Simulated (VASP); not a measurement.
Here is a VASP 6.6.1 calculation.

INCAR

```
PREC = Accurate
ENCUT = 520
EDIFF = 1E-6
ISMEAR = 0
SIGMA = 0.01
LREAL = Auto
LASPH = T
NELM = 150
ALGO = Fast
ISIF = 2
LWAVE = F
LCHARG = F
ISPIN = 2
MAGMOM = 0 0 0 0 0 0 0 0.25 0 0 0 0.25 0.25 0.25 0
LORBIT = 11
GGA = PE
IBRION = 2
NSW = 65
EDIFFG = -0.025
```

File KPOINTS:

```
Automatic mesh
0
Gamma
  2 2 2
```

File POSCAR:

```
Al7As8
1.0
    0.0000000000      5.7279123210     -5.7279123210
    5.7279123210      5.7279123210      0.0000000000
    5.7279123210      0.0000000000     -5.7279123210
Al As
7 8
Direct
    0.0000000000      0.5000000000      0.5000000000
    0.5000000000      0.0000000000      0.5000000000
    0.5000000000      0.5000000000      0.5000000000
    0.0000000000      0.0000000000      1.0000000000
    0.0000000000      0.5000000000      1.0000000000
    0.5000000000      0.0000000000      1.0000000000
    0.5000000000      0.5000000000      1.0000000000
    0.1250000000      0.1250000000      0.1250000000
    0.1250000000      0.6250000000      0.1250000000
    0.6250000000      0.1250000000      0.1250000000
    0.6250000000      0.6250000000      0.1250000000
    0.1250000000      0.1250000000      0.6250000000
    0.1250000000      0.6250000000      0.6250000000
    0.6250000000      0.1250000000      0.6250000000
    0.6250000000      0.6250000000      0.6250000000
```

Potentials or basis: VASP PAW PBE potentials, release 64 (Al, As).

Run with:

```sh
$ cat potpaw_PBE.64/Al/POTCAR potpaw_PBE.64/As/POTCAR > POTCAR
$ mpirun -np 1 vasp_std > vasp.out
```

Task: What does it give for the energy gained by relaxing?

Result: 0.1 meV/atom.

Task: Predict the net moment.

Result: 0.25 μB per cell.

Final structure:
```yaml
crystal:
  lattice:
    - [0.00000, 5.72791, -5.72791]
    - [5.72791, 5.72791, 0.00000]
    - [5.72791, 0.00000, -5.72791]
  atoms:
    - { symbol: Al, position: [0.99946, 0.50054, 0.49946] }
    - { symbol: Al, position: [0.50054, 0.99946, 0.49946] }
    - { symbol: Al, position: [0.50054, 0.50054, 0.49946] }
    - { symbol: Al, position: [0.99946, 0.99946, 0.00054] }
    - { symbol: Al, position: [0.99946, 0.50054, 0.00054] }
    - { symbol: Al, position: [0.50054, 0.99946, 0.00054] }
    - { symbol: Al, position: [0.50000, 0.50000, 0.00000] }
    - { symbol: As, position: [0.12491, 0.12491, 0.12527] }
    - { symbol: As, position: [0.12489, 0.62504, 0.12504] }
    - { symbol: As, position: [0.62504, 0.12489, 0.12504] }
    - { symbol: As, position: [0.62504, 0.62504, 0.12504] }
    - { symbol: As, position: [0.12491, 0.12491, 0.62491] }
    - { symbol: As, position: [0.12491, 0.62527, 0.62491] }
    - { symbol: As, position: [0.62527, 0.12491, 0.62491] }
    - { symbol: As, position: [0.62504, 0.62504, 0.62489] }
```

Caveat: the k points lie up to 0.47 Å⁻¹ apart; the cell differs from its parent crystal (atoms taken out).
